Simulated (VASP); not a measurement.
# Ti6H in VASP: single point with PBE

Aim: the single point of Ti6H with PBE.

Program: VASP 6.6.1. These are calculated values, not measurements. Logs are shortened: lines on timing, memory, paths and dates and some standing lists are left out, and cuts for length are marked.

**1. The cell of the first run**

The cell holds a slab with vacuum, 7 atoms: a = 2.938 Å, b = 4.650 Å, c = 21.284 Å, α = 90.00°, β = 90.00°, γ = 90.00°.

**2. Single point, PBE**

Input file INCAR:

```
PREC = Accurate
ENCUT = 520
EDIFF = 1E-6
ISMEAR = 0
SIGMA = 0.1
LREAL = F
LASPH = T
NELM = 80
ALGO = Normal
ISIF = 2
LWAVE = F
LCHARG = F
LDIPOL = T
IDIPOL = 3
DIPOL = 0.5 0.5 0.356
GGA = PE
NBANDS = 46
```

Input file KPOINTS:

```
regular mesh
0
Gamma
  9 6 1
```

Input file POSCAR:

```
Ti6H
1.0
    2.9381632083      0.0000000000      0.0000000000
    0.0000000000      4.6504654186      0.0000000000
    0.0000000000      0.0000000000     21.2842241985
Ti H
6 1
Direct
    0.0000000000      0.7500000000      0.1879326191
    0.5000000000      0.2500000000      0.2277825405
    0.5000000000      0.7500000000      0.3074823831
    0.0000000000      0.2500000000      0.3461291997
    0.0000000000      0.7500000000      0.4220680059
    0.5000000000      0.2500000000      0.4596937200
    0.5000000000      0.2500000000      0.5413127278
```

Potentials or basis: VASP PAW PBE potentials, release 64 (Ti_sv, H).

Run with:

```console
$ cat potpaw_PBE.64/Ti_sv/POTCAR potpaw_PBE.64/H/POTCAR > POTCAR
$ mpirun -np 1 vasp_std > vasp.out
```

OUTCAR:

```text
PREC = Accurate
   ENCUT = 520
   EDIFF = 1E-6
   ISMEAR = 0
   LREAL = F
   LASPH = T
   NELM = 80
   ISIF = 2
   GGA = PE

 ion  position               nearest neighbor table
   1  0.000  0.750  0.188-   2 2.88   2 2.88   2 2.88   2 2.88
   2  0.500  0.250  0.228-   3 2.88   3 2.88   1 2.88   1 2.88   1 2.88   1 2.88   4 2.92   4 2.92

   3  0.500  0.750  0.307-   5 2.85   5 2.85   4 2.87   4 2.87   4 2.87   4 2.87   2 2.88   2 2.88

   4  0.000  0.250  0.346-   6 2.83   6 2.83   5 2.83   5 2.83   3 2.87   3 2.87   3 2.87   3 2.87
                             2 2.92   2 2.92
   5  0.000  0.750  0.422-   4 2.83   4 2.83   3 2.85   3 2.85   6 2.86   6 2.86   6 2.86   6 2.86

   6  0.500  0.250  0.460-   7 1.74   4 2.83   4 2.83   5 2.86   5 2.86   5 2.86   5 2.86
   7  0.500  0.250  0.541-   6 1.74

  LATTYP: Found a simple orthorhombic cell.
 ALAT       =     2.9381632083
 B/A-ratio  =     1.5827798148
 C/A-ratio  =     7.2440578312

  Lattice vectors:

 A1 = (   2.9381632083,   0.0000000000,   0.0000000000)
 A2 = (   0.0000000000,   4.6504654186,   0.0000000000)
 A3 = (   0.0000000000,   0.0000000000,  21.2842241985)

Analysis of symmetry for initial positions (statically):
=====================================================================
 Subroutine PRICEL returns:
 Original cell was already a primitive cell.

 Routine SETGRP: Setting up the symmetry group for a
 simple orthorhombic supercell.

 Subroutine GETGRP returns: Found  4 space group operations
 (whereof  2 operations were pure point group operations)
 out of a pool of  8 trial point group operations.

The static configuration has the point symmetry C_1h.
 The point group associated with its full space group is C_2v.

Analysis of symmetry for dynamics (positions and initial velocities):
=====================================================================
 Subroutine PRICEL returns:
 Original cell was already a primitive cell.

 Routine SETGRP: Setting up the symmetry group for a
 simple orthorhombic supercell.

 Subroutine GETGRP returns: Found  4 space group operations
 (whereof  2 operations were pure point group operations)
 out of a pool of  8 trial point group operations.

The dynamic configuration has the point symmetry C_1h.
 The point group associated with its full space group is C_2v.

 Subroutine INISYM returns: Found  4 space group operations
 (whereof  2 operations are pure point group operations),
 and found     1 'primitive' translations

----------------------------------------------------------------------------------------

                                     Primitive cell

  volume of cell :     290.8239

  direct lattice vectors                    reciprocal lattice vectors
     2.938163208  0.000000000  0.000000000     0.340348690  0.000000000  0.000000000
     0.000000000  4.650465419  0.000000000     0.000000000  0.215032241  0.000000000
     0.000000000  0.000000000 21.284224198     0.000000000  0.000000000  0.046983155

  length of vectors
     2.938163208  4.650465419 21.284224198     0.340348690  0.215032241  0.046983155

  position of ions in fractional coordinates (direct lattice)
     0.000000000  0.750000000  0.187932619
     0.500000000  0.250000000  0.227782541
     0.500000000  0.750000000  0.307482383
     0.000000000  0.250000000  0.346129200
     0.000000000  0.750000000  0.422068006
     0.500000000  0.250000000  0.459693720
     0.500000000  0.250000000  0.541312728

  ion indices of the primitive-cell ions
   primitive index   ion index
                 1           1
                 2           2
                 3           3
                 4           4
                 5           5
                 6           6
                 7           7

----------------------------------------------------------------------------------------

 KPOINTS: regular mesh

Automatic generation of k-mesh.
 Grid dimensions read from file:
 generate k-points for:    9    6    1

 Generating k-lattice:

  Cartesian coordinates                     Fractional coordinates (reciprocal lattice)
     0.037816521  0.000000000  0.000000000     0.111111111  0.000000000  0.000000000
     0.000000000  0.035838707  0.000000000     0.000000000  0.166666667  0.000000000
     0.000000000  0.000000000  0.046983155     0.000000000  0.000000000  1.000000000

  Length of vectors
     0.037816521  0.035838707  0.046983155

  Shift w.r.t. Gamma in fractional coordinates (k-lattice)
     0.000000000  0.000000000  0.000000000

 Subroutine IBZKPT returns following result:
 ===========================================

 Found     20 irreducible k-points:

 Following reciprocal coordinates:
            Coordinates               Weight
  0.000000  0.000000  0.000000      1.000000
  0.111111  0.000000  0.000000      2.000000
  0.222222  0.000000  0.000000      2.000000
  0.333333  0.000000  0.000000      2.000000
  0.444444  0.000000  0.000000      2.000000
  0.000000  0.166667  0.000000      2.000000
[... 12 lines left out ...]
  0.333333  0.500000  0.000000      2.000000
  0.444444  0.500000  0.000000      2.000000
   k-points           NKPTS =     20   k-points in BZ     NKDIM =     20   number of bands    NBANDS=     46
   number of dos      NEDOS =    301   number of ions     NIONS =      7
   total plane-waves  NPLWV = 138240
   dimension x,y,z NGX =    24 NGY =   36 NGZ =  160
   dimension x,y,z NGXF=    48 NGYF=   72 NGZF=  320
   ions per type =               6   1
   NGX,Y,Z   is equivalent  to a cutoff of  13.58, 12.87, 12.50 a.u.
   NGXF,Y,Z  is equivalent  to a cutoff of  27.16, 25.74, 24.99 a.u.
 SYSTEM =  unknown system
   PREC   = accura    normal or accurate (medium, high low for compatibility)
   ISTART =      0    job   : 0-new  1-cont  2-samecut
   ICHARG =      2    charge: 1-file 2-atom 10-const
   ISPIN  =      1    spin polarized calculation?
   LNONCOLLINEAR =      F non collinear calculations
   LSORBIT =      F    spin-orbit coupling
   LASPH  =      T    aspherical Exc in radial PAW
   ENCUT  =  520.0 eV  38.22 Ry    6.18 a.u.   5.46  8.65 39.57*2*pi/ulx,y,z
   NELM   =     80;   NELMIN=  2; NELMDL= -5     # of ELM steps
   EDIFF  = 0.1E-05   stopping-criterion for ELM
   LREAL  =      F    real-space projection
   EDIFFG = 0.1E-04   stopping-criterion for IOM
   NSW    =      0    number of steps for IOM
   IBRION =     -1    ionic relax: 0-MD 1-quasi-New 2-CG
   NFREE  =      0    steps in history (QN), initial steepest desc. (CG)
   ISIF   =      2    stress and relaxation
   ISYM   =      2    0-nonsym 1-usesym 2-fastsym
   POTIM  = 0.5000    time-step for ionic-motion
   TEBEG  =    0.0;   TEEND  =   0.0 temperature during run
   PSTRESS=    0.0 pullay stress
   NELECT =      73.0000    total number of electrons
   NUPDOWN=      -1.0000    fix difference up-down
   EMIN   =  10.00;   EMAX   =-10.00  energy-range for DOS
   EFERMI =   0.00;   METHOD = LEGACY
   ISMEAR =     0;   SIGMA  =   0.10  broadening in eV -4-tet -1-fermi 0-gaus
   EFERMI_NEDOS =   21; number of points for ismear=-14 and -15
   IALGO  =     38    algorithm
   IMIX   =      4    mixing-type and parameters
     AMIX     =   0.40;   BMIX     =  1.00
     AMIX_MAG =   1.60;   BMIX_MAG =  1.00
  volume/ion in A,a.u.               =      41.55       280.37
  Fermi-wavevector in a.u.,A,eV,Ry     =   1.032696  1.951512 14.510077  1.066461
  Thomas-Fermi vector in A             =   2.166906
   LORBIT       =      0    0 simple, 1 ext, 2 COOP (PROOUT), +10 PAW based schemes
   GGA     = PE    functional components
   LHFCALC =     F    Hartree Fock is set to
   AEXX    =    0.0000 exact exchange contribution
   IVDW    =     0    specifies the selected vdW correction
   LEPSILON=     F    determine dielectric tensor
   LRPA    =     F    only Hartree local field effects (RPA)
 non-spin polarized calculation
 Gauss-broadening in eV      SIGMA  =   0.10
  energy-cutoff  :      520.00
  volume of cell :      290.82
 maximum number of plane-waves:      7881
 NGX is ok and might be reduce to    24
   NGX = 11   NGY = 17   NGZ = 79

 dipolmoment           0.000000      0.000000     -0.400881 electrons x Angstroem

 number of electron      73.0000010 magnetization

 dipolmoment           0.000000      0.000000      0.199351 electrons x Angstroem

 Free energy of the ion-electron system (eV)
  ---------------------------------------------------
  ext. energy  EPLUGINS =         0.00000000
  ---------------------------------------------------
  free energy    TOTEN  =       -46.67399062 eV

  energy without entropy =      -46.62828910  energy(sigma->0) =      -46.65113986

 E-fermi :  -0.1266     XC(G=0):  -5.1789

 val. band max:       -0.1651526777   @ k =   0.4444   0.3333   0.0000
 cond. band min:      -0.1237798504   @ k =   0.1111   0.5000   0.0000
 fundamental gap:      0.0413728273
 Fermi energy:        -0.1266465173

 k-point     1 :       0.0000    0.0000    0.0000
  band No.  band energies     occupation
      1     -57.1701      2.00000
      2     -56.9671      2.00000
      3     -56.8832      2.00000
      4     -56.8551      2.00000
      5     -56.8204      2.00000
      6     -56.6622      2.00000
[... 38 lines left out ...]
     45       1.0952      0.00000
     46       1.2946      0.00000

 k-point     2 :       0.1111    0.0000    0.0000
  band No.  band energies     occupation
      1     -57.1649      2.00000
      2     -56.9598      2.00000
      3     -56.8796      2.00000
      4     -56.8534      2.00000
      5     -56.8157      2.00000
      6     -56.6598      2.00000
[... 38 lines left out ...]
     45       1.0751      0.00000
     46       1.1968      0.00000

 k-point     3 :       0.2222    0.0000    0.0000
  band No.  band energies     occupation
      1     -57.1519      2.00000
      2     -56.9401      2.00000
      3     -56.8709      2.00000
      4     -56.8497      2.00000
      5     -56.8036      2.00000
      6     -56.6539      2.00000
[... 38 lines left out ...]
     45       0.9962      0.00000
     46       1.2404      0.00000

 k-point     4 :       0.3333    0.0000    0.0000
  band No.  band energies     occupation
      1     -57.1369      2.00000
      2     -56.9148      2.00000
      3     -56.8628      2.00000
      4     -56.8469      2.00000
      5     -56.7895      2.00000
      6     -56.6474      2.00000
[... 724 lines left out ...]
     45       0.8267      0.00000
     46       1.2343      0.00000

 k-point    19 :       0.3333    0.5000    0.0000
  band No.  band energies     occupation
      1     -57.1348      2.00000
      2     -56.8822      2.00000
      3     -56.8779      2.00000
      4     -56.8570      2.00000
      5     -56.7955      2.00000
      6     -56.6509      2.00000
[... 38 lines left out ...]
     45       1.1215      0.00000
     46       1.5008      0.00000

 k-point    20 :       0.4444    0.5000    0.0000
  band No.  band energies     occupation
      1     -57.1268      2.00000
      2     -56.8729      2.00000
      3     -56.8646      2.00000
      4     -56.8537      2.00000
      5     -56.7893      2.00000
      6     -56.6437      2.00000
[... 38 lines left out ...]
     45       1.5354      0.00000
     46       1.6436      0.00000

------------------------ aborting loop because EDIFF is reached ----------------------------------------

 vacuum level on the upper side and lower side of the slab       (xc-potential included)         1.190        -1.384

  FORCE on cell =-STRESS in cart. coord.  units (eV):
  Direction    XX          YY          ZZ          XY          YZ          ZX
  --------------------------------------------------------------------------------------
  -------------------------------------------------------------------------------------
  Total       -1.9959572     -1.3980178     -0.4879827      0.0000000      0.0000000      0.0000000
  in kB      -10.9959218     -7.7018155     -2.6883441      0.0000000      0.0000000      0.0000000
  external PRESSURE =      -7.1286938 kB  Pullay stress =       0.0000000 kB

 VOLUME and BASIS-vectors are now :
 -----------------------------------------------------------------------------
  energy-cutoff  :      520.00
  volume of cell :      290.82
      direct lattice vectors                 reciprocal lattice vectors
     2.938163208  0.000000000  0.000000000     0.340348690  0.000000000  0.000000000
     0.000000000  4.650465419  0.000000000     0.000000000  0.215032241  0.000000000
     0.000000000  0.000000000 21.284224198     0.000000000  0.000000000  0.046983155

 POSITION                                       TOTAL-FORCE (eV/Angst)
 -----------------------------------------------------------------------------------
      0.00000      3.48785      4.00000         0.000000      0.000000      0.269245
      1.46908      1.16262      4.84817         0.000000      0.000000      0.073136
      1.46908      3.48785      6.54452         0.000000      0.000000     -0.279314
      0.00000      1.16262      7.36709         0.000000      0.000000     -0.129729
      0.00000      3.48785      8.98339         0.000000      0.000000     -0.303060
      1.46908      1.16262      9.78422         0.000000      0.000000      0.369074
      1.46908      1.16262     11.52142         0.000000      0.000000      0.000649
 -----------------------------------------------------------------------------------
    total drift:                                0.000000      0.000000      0.000385

  FREE ENERGIE OF THE ION-ELECTRON SYSTEM (eV)
  ---------------------------------------------------
  free  energy   TOTEN  =       -46.6739906249 eV

  energy  without entropy=      -46.6282890955  energy(sigma->0) =      -46.65113986

 vacuum level on the upper side and lower side of the slab         6.236         3.506
```

It took 5.2 min on 1 thread of Intel Xeon 6975P-C (Granite Rapids), shared host; peak memory 0.45 GiB.

What came out:

```
Free energy            : -46.6740 eV
Largest force          : 0.369 eV/Å
Band gap on the k mesh : zero (an odd number of electrons rules out a gap without spin polarisation)
```

Forces in eV/Å, atoms in the order of the input:
```
Ti   0.000  0.000  0.269
Ti   0.000  0.000  0.073
Ti   0.000  0.000 -0.279
Ti   0.000  0.000 -0.130
Ti   0.000  0.000 -0.303
Ti   0.000  0.000  0.369
H    0.000  0.000  0.001
```
